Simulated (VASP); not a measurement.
A run of VASP 6.6.1 is set up as follows.

The input POSCAR:

```
TaN
1.0
    0.0000000000      2.1934857713      2.1934857713
    2.1934857713      0.0000000000      2.1934857713
    2.1934857713      2.1934857713      0.0000000000
Ta N
1 1
Direct
    0.0000000000      0.0000000000      0.0000000000
    0.5000000000      0.5000000000      0.5000000000
```

File INCAR.step1:

```
PREC = Accurate ; ENCUT = 660
ISMEAR = 0 ; SIGMA = 0.1
LREAL = F ; LASPH = T
NELM = 120 ; NBANDS = 15
GGA = PE ; ALGO = Normal
EDIFF = 1E-5 ; LWAVE = T
LCHARG = F ; GGA_COMPAT = F
```

The input INCAR.step2:

```
PREC = Accurate ; ENCUT = 660
EDIFF = 1E-6 ; ISMEAR = 0
SIGMA = 0.1 ; LREAL = F
LASPH = T ; NELM = 120
ALGO = Normal ; ISIF = 2
LWAVE = F ; LCHARG = F
METAGGA = R2SCAN ; LMIXTAU = T
LUSE_VDW = T ; IVDW_NL = 2
BPARAM = 11.95 ; CPARAM = 0.0093
NBANDS = 15 ; ISTART = 1
GGA_COMPAT = F
```

The input KPOINTS:

```
regular mesh
0
Gamma
  16 16 16
```

Potentials or basis: VASP PAW PBE potentials, release 64 (Ta_pv, N).

Launch:

```sh
$ cat potpaw_PBE.64/Ta_pv/POTCAR potpaw_PBE.64/N/POTCAR > POTCAR
$ cp INCAR.step1 INCAR
$ mpirun -np 1 vasp_std > vasp.out
$ cp INCAR.step2 INCAR
$ mpirun -np 1 vasp_std > vasp.out
```

**Question.** Estimate the band gap on the k mesh.

**Answer.** Zero (band 8 reaches 11.64 eV, above the bottom of band 9 at 7.50 eV).

**Question.** What does it give for the pressure?

**Answer.** 2.8 GPa.

Caveat: the PAW data sets were made with another functional, which shifts forces and pressure a little; spin-orbit coupling is left out, which moves the levels of the heavy elements.
